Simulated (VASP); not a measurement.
Set up this calculation in VASP 6.6.1, as the native input.

* Task: single point
* Functional: r2SCAN
* Potentials or basis: VASP PAW PBE potentials, release 64 (La, B)
* Cutoff: 520 eV
* k mesh: 8 × 8 × 8
* Occupations: fermi-dirac, width 0.1 eV
* Spin: no spin polarisation
* Dipole correction: no
* Further INCAR settings: ALGO = Normal; EDIFF = 1e-06; NBANDS = 24

The system is LaB6.

```
La B
1.0
     4.15220    0.00000    0.00000
     0.00000    4.15220    0.00000
     0.00000    0.00000    4.15220
La B
1 6
Direct
  0.00000 0.00000 0.00000
  0.20003 0.50000 0.50000
  0.50000 0.20003 0.50000
  0.79997 0.50000 0.50000
  0.50000 0.79997 0.50000
  0.50000 0.50000 0.20003
  0.50000 0.50000 0.79997
```

These files were run (other wordings do the same):

POSCAR

```
LaB6
1.0
    4.1522010400      0.0000000000      0.0000000000
    0.0000000000      4.1522010400      0.0000000000
    0.0000000000      0.0000000000      4.1522010400
La B
1 6
Direct
    0.0000000000      0.0000000000      0.0000000000
    0.2000299800      0.5000000000      0.5000000000
    0.5000000000      0.2000299800      0.5000000000
    0.7999700200      0.5000000000      0.5000000000
    0.5000000000      0.7999700200      0.5000000000
    0.5000000000      0.5000000000      0.2000299800
    0.5000000000      0.5000000000      0.7999700200
```

INCAR.step1

```
SYSTEM = LaB6
PREC     = Accurate       ! precision mode
ENCUT    = 520            ! plane-wave cutoff, eV
ISMEAR   = -1             ! smearing method
SIGMA    = 0.1            ! smearing width, eV
LREAL    = .FALSE.        ! projectors in reciprocal space
LASPH    = .TRUE.         ! aspherical terms in the spheres
NELM     = 80             ! most SCF steps
NBANDS   = 24             ! bands
GGA      = PE             ! functional
ALGO     = Normal         ! electronic algorithm
EDIFF    = 1E-4           ! SCF threshold, eV
LWAVE    = .TRUE.         ! write WAVECAR
LCHARG   = .FALSE.        ! write CHGCAR
```

INCAR.step2

```
SYSTEM = LaB6
PREC     = Accurate       ! precision mode
ENCUT    = 520            ! plane-wave cutoff, eV
EDIFF    = 1E-6           ! SCF threshold, eV
ISMEAR   = -1             ! smearing method
SIGMA    = 0.1            ! smearing width, eV
LREAL    = .FALSE.        ! projectors in reciprocal space
LASPH    = .TRUE.         ! aspherical terms in the spheres
NELM     = 80             ! most SCF steps
ALGO     = Normal         ! electronic algorithm
ISIF     = 2              ! what is computed and relaxed
LWAVE    = .FALSE.        ! write WAVECAR
LCHARG   = .TRUE.         ! write CHGCAR
METAGGA  = R2SCAN         ! meta-GGA
LMIXTAU  = .TRUE.       
LELF     = .TRUE.         ! ELF
LVHAR    = .TRUE.       
NBANDS   = 24             ! bands
ISTART   = 1
```

KPOINTS

```
Automatic mesh
0
G
  8 8 8
  0 0 0
```

Potentials or basis: VASP PAW PBE potentials, release 64 (La, B).

The run is started by

```console
$ cat potpaw_PBE.64/La/POTCAR potpaw_PBE.64/B/POTCAR > POTCAR
$ cp INCAR.step1 INCAR
$ mpirun -np 1 vasp_std > vasp.out
$ cp INCAR.step2 INCAR
$ mpirun -np 1 vasp_std > vasp.out
```

It gave:

The pressure is 0.0 GPa and the largest force is 0.021 eV/Å.

Caveat: the PAW data sets were made with another functional, which shifts forces and pressure a little.

It took 4.1 min on 1 thread of AMD EPYC 7R43 64-Core Processor (Zen 3), on a shared host, peak memory 0.19 GiB.
